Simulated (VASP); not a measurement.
# C: single point with PBEsol+D3(BJ)

Crystal: C.

```
C
1.0
     1.22960   -2.12811    0.00000
     1.22960    2.12811    0.00000
     0.00000    0.00000    6.63027
C
4
Direct
  0.08330 0.91670 0.75004
  0.58330 0.41670 0.24996
  0.91670 0.08330 0.24996
  0.41670 0.58330 0.75004
```

| Quantity | Value |
| --- | --- |
| Program | VASP 6.6.1 |
| Task | single point |
| Functional | PBEsol |
| Dispersion | D3(BJ) |
| Potentials or basis | VASP PAW PBE potentials, release 64 (C) |
| Cutoff | 520 eV |
| k mesh | 12 × 12 × 4 |
| Occupations | gaussian, width 0.15 eV |
| Spin | no spin polarisation |

```json
{
  "Pressure": "0.7 GPa",
  "Band gap on the k mesh": "zero (filled and empty bands touch)",
  "Dispersion energy per atom": "-0.112 eV"
}
```

Stress tensor (GPa, compression positive):
```
 1.06  0.00  0.00
 0.00  1.06  0.00
 0.00  0.00 -0.10
```

Levels at points of the mesh, in eV from the Fermi level:
| k point | band 4 | band 5 | band 6 | band 7 | band 8 | band 9 | band 10 | band 11 | band 12 | band 13 |
| --- | --- | --- | --- | --- | --- | --- | --- | --- | --- | --- |
| (0.00, 0.00, 0.00) | -6.54 | -2.98 | -2.96 | -2.95 | -2.94 | 4.12 | 8.33 | 8.37 | 8.41 | 8.44 |
| (0.50, 0.00, 0.00) | -13.24 | -6.38 | -6.38 | -2.49 | -2.49 | 1.89 | 1.89 | 7.48 | 7.48 | 11.19 |
| (0.50, 0.50, 0.00) | -13.16 | -6.42 | -6.36 | -3.10 | -1.53 | 0.86 | 2.55 | 7.23 | 7.68 | 11.12 |
| (0.00, 0.00, 0.50) | -7.72 | -2.96 | -2.96 | -2.95 | -2.95 | 6.88 | 6.89 | 8.38 | 8.38 | 8.39 |
| (0.50, 0.00, 0.50) | -13.26 | -6.38 | -6.38 | -2.38 | -2.38 | 1.62 | 1.62 | 7.47 | 7.47 | 12.48 |
| (0.50, 0.50, 0.50) | -13.26 | -6.39 | -6.39 | -2.37 | -2.37 | 1.63 | 1.63 | 7.45 | 7.45 | 12.53 |

Wall time 48 s on 1 thread of AMD EPYC 7R13 Processor (Zen 3), with other jobs on the host, peak memory 0.15 GiB.

Caveat: the PAW data sets were made with another functional, which shifts forces and pressure a little.
